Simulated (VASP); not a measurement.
## Mo: single point with LDA

The system is Mo.

```
CELL_PARAMETERS angstrom
0.00000 2.78487 2.78487
2.78487 0.00000 2.78487
2.78487 2.78487 0.00000
ATOMIC_POSITIONS crystal
Mo 0.12500 0.12500 0.12500
Mo 0.87500 0.87500 0.87500
```

This isn't the form of Mo at room conditions, which is bcc.

* Program: VASP 6.6.1
* Task: single point
* Functional: LDA
* Potentials or basis: VASP PAW LDA potentials, release 64 (Mo_sv)
* Cutoff: 520 eV
* k mesh: 10 × 10 × 10
* Occupations: fermi-dirac, width 0.1 eV
* Spin: non-collinear spin, zero start, spin-orbit coupling
* Starting moments: [[0.0, 0.0, 0.0], [0.0, 0.0, 0.0]] μB
* Dipole correction: no
* Further INCAR settings: ALGO = Normal; EDIFF = 1e-06; NBANDS = 40

```
Pressure                                              : 0.7 GPa
Net moment                                            : 0.00 μB per cell
Valence electrons inside the program's atomic spheres : Mo 12.87
```

Moments on the atoms (μB; x, y, z):
```
Mo  0.00 0.00 0.00
Mo  0.00 0.00 0.00
```

Wall time 4.2 min on 1 thread of Intel Xeon 8259CL, on a shared host, peak memory 0.29 GiB.
